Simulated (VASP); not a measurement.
# Sr (P6_3/mmc) in VASP: a series of runs

The runs below take Sr through single point, with PBEsol.

Everything below comes from runs of VASP 6.6.1. Logs are shortened: lines on timing, memory, paths and dates and some standing lists are left out, and cuts for length are marked.

## Step 1: The cell of the first run

Symmetry: P6_3/mmc, No. 194, hexagonal system. The conventional cell has a = 4.192 Å, b = 4.192 Å, c = 6.857 Å, α = 90.00°, β = 90.00°, γ = 120.00°. Sr (site symmetry -6m2) has 12 Sr at 4.19 to 4.20 Å within 5.5 Å.

This isn't the form of Sr at room conditions, which is fcc.

## Step 2: Single point, PBEsol

Input file INCAR:

```
ALGO = Normal ; EDIFF = 1E-6
ENCUT = 520 ; GGA = PS
ISIF = 2 ; ISMEAR = 1
LASPH = True ; LCHARG = False
LREAL = False ; LWAVE = False
NBANDS = 17 ; NELM = 80
PREC = Accurate ; SIGMA = 0.1
```

Input file KPOINTS:

```
k-points
0
Gamma
  8 8 4
```

Input file POSCAR:

```
Sr
1.0
    4.1918578410      0.0000000000      0.0000000000
   -2.0959289205      3.6302558751      0.0000000000
    0.0000000000      0.0000000000      6.8567512248
Sr
2
Direct
    0.3333333333      0.6666666667      0.2500000000
    0.6666666667      0.3333333333      0.7500000000
```

Potentials or basis: VASP PAW PBE potentials, release 64 (Sr_sv).

The run is started by

```
$ cat potpaw_PBE.64/Sr_sv/POTCAR > POTCAR
$ mpirun -np 1 vasp_std > vasp.out
```

OUTCAR:

```text
EDIFF = 1E-6
   ENCUT = 520
   GGA = PS
   ISIF = 2
   ISMEAR = 1
   LASPH = True
   LREAL = False
   NELM = 80
   PREC = Accurate

 ion  position               nearest neighbor table
   1  0.333  0.667  0.250-   2 4.20   2 4.20   2 4.20   2 4.20   2 4.20   2 4.20
   2  0.667  0.333  0.750-   1 4.20   1 4.20   1 4.20   1 4.20   1 4.20   1 4.20

  LATTYP: Found a hexagonal cell.
 ALAT       =     4.1918578410
 C/A-ratio  =     1.6357308585

  Lattice vectors:

 A1 = (   4.1918578410,   0.0000000000,   0.0000000000)
 A2 = (  -2.0959289205,   3.6302558751,   0.0000000000)
 A3 = (   0.0000000000,   0.0000000000,   6.8567512248)

Analysis of symmetry for initial positions (statically):
=====================================================================
 Subroutine PRICEL returns:
 Original cell was already a primitive cell.

 Routine SETGRP: Setting up the symmetry group for a
 hexagonal supercell.

 Subroutine GETGRP returns: Found 24 space group operations
 (whereof 12 operations were pure point group operations)
 out of a pool of 24 trial point group operations.

The static configuration has the point symmetry D_3d.
 The point group associated with its full space group is D_6h.

Analysis of symmetry for dynamics (positions and initial velocities):
=====================================================================
 Subroutine PRICEL returns:
 Original cell was already a primitive cell.

 Routine SETGRP: Setting up the symmetry group for a
 hexagonal supercell.

 Subroutine GETGRP returns: Found 24 space group operations
 (whereof 12 operations were pure point group operations)
 out of a pool of 24 trial point group operations.

The dynamic configuration has the point symmetry D_3d.
 The point group associated with its full space group is D_6h.

 Subroutine INISYM returns: Found 24 space group operations
 (whereof 12 operations are pure point group operations),
 and found     1 'primitive' translations

----------------------------------------------------------------------------------------

                                     Primitive cell

  volume of cell :     104.3427

  direct lattice vectors                    reciprocal lattice vectors
     4.191857841  0.000000000  0.000000000     0.238557708  0.137731338  0.000000000
    -2.095928921  3.630255875  0.000000000     0.000000000  0.275462677  0.000000000
     0.000000000  0.000000000  6.856751225     0.000000000  0.000000000  0.145841663

  length of vectors
     4.191857841  4.191858270  6.856751225     0.275462705  0.275462677  0.145841663
[... 81 lines left out ...]
   EDIFF  = 0.1E-05   stopping-criterion for ELM
   LREAL  =      F    real-space projection
   EDIFFG = 0.1E-04   stopping-criterion for IOM
   NSW    =      0    number of steps for IOM
   IBRION =     -1    ionic relax: 0-MD 1-quasi-New 2-CG
   NFREE  =      0    steps in history (QN), initial steepest desc. (CG)
   ISIF   =      2    stress and relaxation
   ISYM   =      2    0-nonsym 1-usesym 2-fastsym
   POTIM  = 0.5000    time-step for ionic-motion
   TEBEG  =    0.0;   TEEND  =   0.0 temperature during run
   PSTRESS=    0.0 pullay stress
   NELECT =      20.0000    total number of electrons
   NUPDOWN=      -1.0000    fix difference up-down
   EMIN   =  10.00;   EMAX   =-10.00  energy-range for DOS
   EFERMI =   0.00;   METHOD = LEGACY
   ISMEAR =     1;   SIGMA  =   0.10  broadening in eV -4-tet -1-fermi 0-gaus
   EFERMI_NEDOS =   21; number of points for ismear=-14 and -15
   IALGO  =     38    algorithm
   IMIX   =      4    mixing-type and parameters
     AMIX     =   0.40;   BMIX     =  1.00
     AMIX_MAG =   1.60;   BMIX_MAG =  1.00
  volume/ion in A,a.u.               =      52.17       352.07
  Fermi-wavevector in a.u.,A,eV,Ry     =   0.943910  1.783732 12.122340  0.890967
  Thomas-Fermi vector in A             =   2.071664
   LORBIT       =      0    0 simple, 1 ext, 2 COOP (PROOUT), +10 PAW based schemes
   GGA     = PS    functional components
   LHFCALC =     F    Hartree Fock is set to
   AEXX    =    0.0000 exact exchange contribution
   IVDW    =     0    specifies the selected vdW correction
   LEPSILON=     F    determine dielectric tensor
   LRPA    =     F    only Hartree local field effects (RPA)
 non-spin polarized calculation
 Methfessel and Paxton  Order N= 1 SIGMA  =   0.10
  energy-cutoff  :      520.00
  volume of cell :      104.34
 maximum number of plane-waves:      2834
 NGX is ok and might be reduce to    32
   NGX = 15   NGY = 15   NGZ = 25

 number of electron      20.0000000 magnetization

 Free energy of the ion-electron system (eV)
  ---------------------------------------------------
  ext. energy  EPLUGINS =         0.00000000
  ---------------------------------------------------
  free energy    TOTEN  =        -3.66821437 eV

  energy without entropy =       -3.66512807  energy(sigma->0) =       -3.66718560

 E-fermi :   1.7165     XC(G=0):  -7.5967

 val. band max:        1.7142450382   @ k =   0.2500   0.0000   0.0000
 cond. band min:       1.7201044815   @ k =   0.2500   0.1250   0.0000
 fundamental gap:      0.0058594432
 Fermi energy:         1.7165130499

 k-point     1 :       0.0000    0.0000    0.0000
  band No.  band energies     occupation
      1     -34.7527      2.00000
      2     -34.7347      2.00000
      3     -16.8808      2.00000
      4     -16.6774      2.00000
      5     -16.6774      2.00000
      6     -16.6451      2.00000
[... 457 lines left out ...]
      4     -16.8509      2.00000
      5     -16.7069      2.00000
      6     -16.7069      2.00000
[... 9 lines left out ...]
     16       4.7431      0.00000
     17       6.0266      0.00000

 [... further k-points ...]

------------------------ aborting loop because EDIFF is reached ----------------------------------------

  FORCE on cell =-STRESS in cart. coord.  units (eV):
  Direction    XX          YY          ZZ          XY          YZ          ZX
  --------------------------------------------------------------------------------------
  -------------------------------------------------------------------------------------
  Total        0.0038218      0.0038218      0.0660883     -0.0000000      0.0000000      0.0000000
  in kB        0.0586837      0.0586837      1.0147821     -0.0000000      0.0000000      0.0000000
  external PRESSURE =       0.3773832 kB  Pullay stress =       0.0000000 kB

 VOLUME and BASIS-vectors are now :
 -----------------------------------------------------------------------------
  energy-cutoff  :      520.00
  volume of cell :      104.34
      direct lattice vectors                 reciprocal lattice vectors
     4.191857841  0.000000000  0.000000000     0.238557708  0.137731338  0.000000000
    -2.095928921  3.630255875  0.000000000     0.000000000  0.275462677  0.000000000
     0.000000000  0.000000000  6.856751225     0.000000000  0.000000000  0.145841663

 POSITION                                       TOTAL-FORCE (eV/Angst)
 -----------------------------------------------------------------------------------
     -0.00000      2.42017      1.71419         0.000000     -0.000000      0.000000
      2.09593      1.21009      5.14256        -0.000000      0.000000      0.000000
 -----------------------------------------------------------------------------------
    total drift:                               -0.000000      0.000000     -0.000000

  FREE ENERGIE OF THE ION-ELECTRON SYSTEM (eV)
  ---------------------------------------------------
  free  energy   TOTEN  =        -3.6682143682 eV

  energy  without entropy=       -3.6651280660  energy(sigma->0) =       -3.66718560
```

OSZICAR:

```text
N       E                     dE             d eps       ncg     rms          rms(c)
DAV:   1     0.106071635509E+03    0.10607E+03   -0.94471E+03  1020   0.992E+02
DAV:   2     0.502484014692E+01   -0.10105E+03   -0.99340E+02  1262   0.230E+02
DAV:   3    -0.343357735600E+01   -0.84584E+01   -0.84341E+01  1909   0.470E+01
DAV:   4    -0.367396813626E+01   -0.24039E+00   -0.24027E+00  1290   0.673E+00
DAV:   5    -0.367880272848E+01   -0.48346E-02   -0.48332E-02  1721   0.778E-01    0.171E+01
DAV:   6    -0.367196371432E+01    0.68390E-02   -0.12119E-02  1261   0.112E+00    0.970E+00
DAV:   7    -0.366805988195E+01    0.39038E-02   -0.23450E-02  1335   0.147E+00    0.377E-01
DAV:   8    -0.366815383524E+01   -0.93953E-04   -0.25654E-03  1668   0.247E-01    0.139E-01
DAV:   9    -0.366820022179E+01   -0.46387E-04   -0.86698E-05  1358   0.586E-02    0.540E-02
DAV:  10    -0.366821489665E+01   -0.14675E-04   -0.94034E-06  1376   0.246E-02    0.155E-02
DAV:  11    -0.366821436821E+01    0.52844E-06   -0.23582E-07   936   0.303E-03
   1 F= -.36682144E+01 E0= -.36671856E+01  d E =-.308630E-02
```

It took 52 s on 1 thread of Intel Xeon 8259CL, shared host; peak memory 0.24 GiB.

Results:

| Property | Result |
| --- | --- |
| Free energy | -3.6682 eV |
| Pressure | 0.0 GPa |
| Band gap on the k mesh | zero (bands 10 and 11 overlap by 0.13 eV) |

Stress tensor (GPa, compression positive):
```
0.01 0.00 0.00
0.00 0.01 0.00
0.00 0.00 0.10
```

Levels at points of the mesh, in eV from the Fermi level:
```
           k point  band 6  band 7  band 8  band 9  band 10  band 11  band 12  band 13  band 14  band 15
(0.00, 0.00, 0.00)  -18.36  -18.36  -18.36   -3.78    -1.22     0.10     2.30     2.31     2.31     2.74
(0.50, 0.00, 0.00)  -18.45  -18.41  -18.39   -1.17    -0.56    -0.01     0.19     1.32     1.93     2.20
(0.00, 0.00, 0.50)  -18.38  -18.38  -18.38   -2.80    -2.80     1.25     1.25     2.30     2.30     2.30
(0.50, 0.00, 0.50)  -18.42  -18.42  -18.42   -0.89    -0.89     0.26     0.26     1.31     1.31     3.04
```

Caveat: the PAW data sets were made with another functional, which shifts forces and pressure a little.

## Step 3: Single point, PBEsol

This run uses another cell than the first one, of 53.68 Å³/atom.

Input file INCAR:

```
SYSTEM = Sr
ALGO = Normal
EDIFF = 1E-6
ENCUT = 520
GGA = PS
ISIF = 2
ISMEAR = 1
LASPH = .TRUE.
LCHARG = .FALSE.
LREAL = .FALSE.
LWAVE = .FALSE.
NBANDS = 17
NELM = 100
PREC = Accurate
SIGMA = 0.1
```

Input file KPOINTS:

```
k-points
0
G
  8 8 4
  0 0 0
```

Input file POSCAR:

```
Sr
1.0
    4.2319737507      0.0000000000      0.0000000000
   -2.1159868753      3.6649972767      0.0000000000
    0.0000000000      0.0000000000      6.9223700562
Sr
2
Direct
    0.3333333333      0.6666666667      0.2500000000
    0.6666666667      0.3333333333      0.7500000000
```

Potentials or basis: VASP PAW PBE potentials, release 64 (Sr_sv).

The run is started by

```
$ cat potpaw_PBE.64/Sr_sv/POTCAR > POTCAR
$ mpirun -np 1 vasp_std > vasp.out
```

Run time: 45 s. Hardware: 1 thread of Intel Xeon 8259CL, shared host; peak memory 0.24 GiB.

It converged, with:

- Free energy: -3.6661 eV
- Pressure: -0.3 GPa
- Band gap on the k mesh: zero (bands 10 and 11 overlap by 0.14 eV)

Stress tensor (GPa, compression positive):
```
-0.33  0.00  0.00
 0.00 -0.33  0.00
 0.00  0.00 -0.15
```

Levels at points of the mesh, in eV from the Fermi level:
```tsv
k point	band 7	band 8	band 9	band 10	band 11	band 12	band 13	band 14
(0.00, 0.00, 0.00)	-18.43	-18.42	-3.74	-1.21	0.06	2.27	2.28	2.28
(0.50, 0.00, 0.00)	-18.47	-18.46	-1.17	-0.57	0.01	0.19	1.29	1.88
(0.00, 0.00, 0.50)	-18.44	-18.44	-2.78	-2.78	1.24	1.24	2.27	2.27
(0.50, 0.00, 0.50)	-18.48	-18.48	-0.87	-0.87	0.23	0.23	1.29	1.29
```

Caveat: the PAW data sets were made with another functional, which shifts forces and pressure a little.

(Part 1 of 2 ends here.)
